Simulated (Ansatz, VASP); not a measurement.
## WS2: VASP beside Ansatz

```
CELL_PARAMETERS angstrom
1.48552 0.85767 6.81985
-1.48552 0.85767 6.81985
0.00000 -1.71533 6.81985
ATOMIC_POSITIONS crystal
W 0.99934 0.99934 0.99934
S 0.75278 0.75278 0.75278
S 0.57918 0.57918 0.57918
```

Alike in both runs: task single point; functional PBE; dispersion D3(BJ); k mesh 12 × 12 × 12; occupations gaussian, width 0.05 eV; no spin polarisation.

|  | VASP | Ansatz |
| --- | --- | --- |
| version | VASP 6.6.1 | Ansatz 0.2.0 |
| potentials or method | VASP PAW PBE potentials, release 64 (W_sv, S), cutoff 520 eV | scalar-relativistic, plane waves, PAW |
| valence electrons in the cell | 26 | 26 |

Ansatz gave:

```
gap on the k mesh at the Fermi level (eV)                     : 0.85
least direct gap on the mesh (eV)                             : 1.45
pressure (GPa)                                                : -0.7
traceless stress, the component that is largest in VASP (GPa) : -25.46
rms of the force components (eV/Å)                            : 1.033
```

**Question.** Which values does VASP return?

**Answer.** gap on the k mesh at the Fermi level (eV): 0.85; least direct gap on the mesh (eV): 1.45; pressure (GPa): -0.7; traceless stress, the component that is largest in VASP (GPa): -25.52; rms of the force components (eV/Å): 1.032.

Atom by atom the forces differ by 0.001 eV/Å (rms over components).

Neither program's run includes spin-orbit coupling.
